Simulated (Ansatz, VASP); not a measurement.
One calculation of Al2Au, two programs

INCAR

```
SYSTEM = Al2Au
PREC = Accurate ; ENCUT = 520
EDIFF = 1E-6 ; ISMEAR = -1
SIGMA = 0.05 ; LREAL = .FALSE.
LASPH = .TRUE. ; NELM = 60
ALGO = Normal ; ISIF = 2
LWAVE = .FALSE. ; LCHARG = .FALSE.
GGA = CA ; NBANDS = 16
```

KPOINTS

```
regular mesh
0
G
  11 11 11
  0 0 0
```

Contents of POSCAR:

```
Al2Au
1.0
    0.0000000000      3.0000000000      2.9700000000
    3.0000000000      0.0000000000      2.9700000000
    3.0000000000      3.0000000000      0.0000000000
Al Au
2 1
Direct
    0.2500000000      0.2500000000      0.2500000000
    0.7500000000      0.7500000000      0.7500000000
    0.0000000000      0.0000000000      0.0000000000
```

Input for Ansatz:

```yaml
crystal:
  lattice:
    - [0.0, 3.0, 2.97]
    - [3.0, 0.0, 2.97]
    - [3.0, 3.0, 0.0]
  atoms:
    - { symbol: Al, position: [0.25, 0.25, 0.25] }
    - { symbol: Al, position: [0.75, 0.75, 0.75] }
    - { symbol: Au, position: [0.0, 0.0, 0.0] }
kpoints:
  mp_grid: { grid: [11, 11, 11] }
  band_path:
    path:
      - [0.0, 0.0, 0.0]
      - [0.0, 0.5, 0.5]
      - [0.25, 0.75, 0.5]
      - [0.0, 0.5, 0.0]
      - [0.0, 0.0, 0.0]
      - [0.5, 0.5, 0.0]
      - [0.3775380063, 0.6224619937, 0.0]
      - [-0.3775380063, 0.3775380063, 0.0]
      - [0.0, 0.0, 0.0]
    npoints: 5
scf:
  occupations: { method: fermi_dirac, width: 0.05 }
hamiltonian:
  xc: lda
  pseudopotentials: { kind: all_electron, lapw: { basis_error: 0.0005 } }
output:
  forces: true
  stress: true
  eigenvalues: true
```

Change from the starting cell: zz strain of -1 %.

Alike in both runs: task single point; functional LDA; k mesh 11 × 11 × 11; occupations fermi-dirac, width 0.05 eV; no spin polarisation.

|  | VASP | Ansatz |
| --- | --- | --- |
| version | VASP 6.6.1 | Ansatz 0.2.0 |
| potentials or method | VASP PAW LDA potentials, release 64 (Al, Au), cutoff 520 eV | all-electron LAPW, scalar-relativistic |

|  | VASP | Ansatz | Ansatz less VASP |
| --- | --- | --- | --- |
| pressure (GPa) | -1.2 | -1.4 | -0.21 |
| traceless stress, the component that is largest in VASP (GPa) | 0.36 | 0.37 | +0.003 |

LDA's correlation is that of Perdew and Zunger in VASP and of Perdew and Wang (1992) in Ansatz. Ansatz ran all-electron here, and VASP with PAW potentials.

Spin-orbit coupling is off throughout.
